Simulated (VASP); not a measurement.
Write the native input for VASP 6.6.1 that does the following.

* Task: single point
* Functional: BLYP
* Potentials or basis: VASP PAW PBE potentials, release 64 (Hg, S)
* Cutoff: 500 eV
* k mesh: 8 × 8 × 8
* Occupations: gaussian, width 0.05 eV
* Spin: no spin polarisation
* Dipole correction: no
* Further INCAR settings: ALGO = Normal; EDIFF = 1e-06; NBANDS = 16

The structure of HgS lies in POSCAR:

```
HgS
1.0
    0.0000000000      3.0482342941      3.0482342941
    3.0482342941      0.0000000000      3.0482342941
    3.0482342941      3.0482342941      0.0000000000
Hg S
1 1
Direct
    0.0000000000      0.0000000000      0.0000000000
    0.7500000000      0.7500000000      0.7500000000
```

This cell differs from its parent crystal: volume scaled by 0.98.

These files were run (other wordings do the same):

INCAR

```
PREC     = Accurate       # precision mode
ENCUT    = 500            # plane-wave cutoff, eV
EDIFF    = 1E-6           # SCF threshold, eV
ISMEAR   = 0              # smearing method
SIGMA    = 0.05           # smearing width, eV
LREAL    = F              # projectors in reciprocal space
LASPH    = T              # aspherical terms in the spheres
NELM     = 120            # most SCF steps
ALGO     = Normal         # electronic algorithm
ISIF     = 2              # what is computed and relaxed
LWAVE    = F              # write WAVECAR
LCHARG   = T              # write CHGCAR
GGA      = B5             # functional
ALDAX    = 1.0          
AGGAX    = 1.0          
AGGAC    = 1.0          
ALDAC    = 0.0          
LELF     = T              # ELF
LVHAR    = T            
NBANDS   = 16             # bands
GGA_COMPAT= F
```

KPOINTS

```
regular mesh
0
Gamma
  8 8 8
```

Potentials or basis: VASP PAW PBE potentials, release 64 (Hg, S).

Launch:

```bash
$ cat potpaw_PBE.64/Hg/POTCAR potpaw_PBE.64/S/POTCAR > POTCAR
$ mpirun -np 1 vasp_std > vasp.out
```

It gave:

```
Pressure               : 1.2 GPa
Band gap on the k mesh : zero (filled and empty bands touch)
```

Caveat: the PAW data sets were made with another functional, which shifts forces and pressure a little; spin-orbit coupling is left out, which moves the levels of the heavy elements.

It took 51 s on 1 thread of Intel Xeon 8259CL (shared host), peak memory 0.18 GiB.
